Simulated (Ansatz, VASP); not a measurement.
## AlCu: VASP beside Ansatz

Contents of POSCAR:

```
AlCu
1.0
    2.8964838685      0.0000000000      0.0000000000
    0.0000000000      2.8964838685      0.0000000000
    0.0000000000      0.0000000000      2.8964838685
Al Cu
1 1
Direct
    0.0000000000      0.0000000000      0.0000000000
    0.5000000000      0.5000000000      0.5000000000
```

The input INCAR.step1:

```
  PREC = Accurate
  ENCUT = 520
  ISMEAR = 0
  SIGMA = 0.1
  LREAL = False
  LASPH = True
  NELM = 60
  NBANDS = 14
  GGA = PE
  ALGO = Normal
  EDIFF = 1E-4
  LWAVE = True
  LCHARG = False
```

Contents of INCAR.step2:

```
  PREC = Accurate
  ENCUT = 520
  EDIFF = 1E-6
  ISMEAR = 0
  SIGMA = 0.1
  LREAL = False
  LASPH = True
  NELM = 60
  ALGO = Normal
  ISIF = 2
  LWAVE = False
  LCHARG = False
  METAGGA = R2SCAN
  LMIXTAU = True
  NBANDS = 14
  ISTART = 1
```

The input KPOINTS:

```
Automatic mesh
0
Gamma
  14 14 14
```

Input for Ansatz:

```yaml
crystal:
  lattice:
    - [2.89648387, 0.0, 0.0]
    - [0.0, 2.89648387, 0.0]
    - [0.0, 0.0, 2.89648387]
  atoms:
    - { symbol: Al, position: [0.0, 0.0, 0.0] }
    - { symbol: Cu, position: [0.5, 0.5, 0.5] }
basis:
  ecutwfc: 500
kpoints:
  mp_grid: { grid: [14, 14, 14] }
hamiltonian:
  xc: r2scan
scf:
  occupations: { method: gaussian, width: 0.1 }
output:
  forces: true
  stress: true
  eigenvalues: true
```

Alike in both runs: task single point; functional r2SCAN; k mesh 14 × 14 × 14; occupations gaussian, width 0.1 eV; no spin polarisation.

|  | VASP | Ansatz |
| --- | --- | --- |
| version | VASP 6.6.1 | Ansatz 0.2.0 |
| potentials or method | VASP PAW PBE potentials, release 64 (Al, Cu), cutoff 520 eV | scalar-relativistic, plane waves, PAW |
| valence electrons in the cell | 14 | 22 |

Ansatz gave:

| Item | Value |
| --- | --- |
| gap on the k mesh at the Fermi level (eV) | none |
| pressure (GPa) | 9.5 |

Question: Estimate VASP's values.

Answer: gap on the k mesh at the Fermi level (eV): none; pressure (GPa): 10.4.

VASP's potentials were made for PBE, not for r2SCAN. A gap of «none» marks a metal or a gap that the smearing closes. The functional is the same, so the differences come from potentials, cutoffs and numerics. VASP's potentials hold 14 valence electrons a cell and Ansatz's 22, so a difference there can come from the potentials and not from the codes.
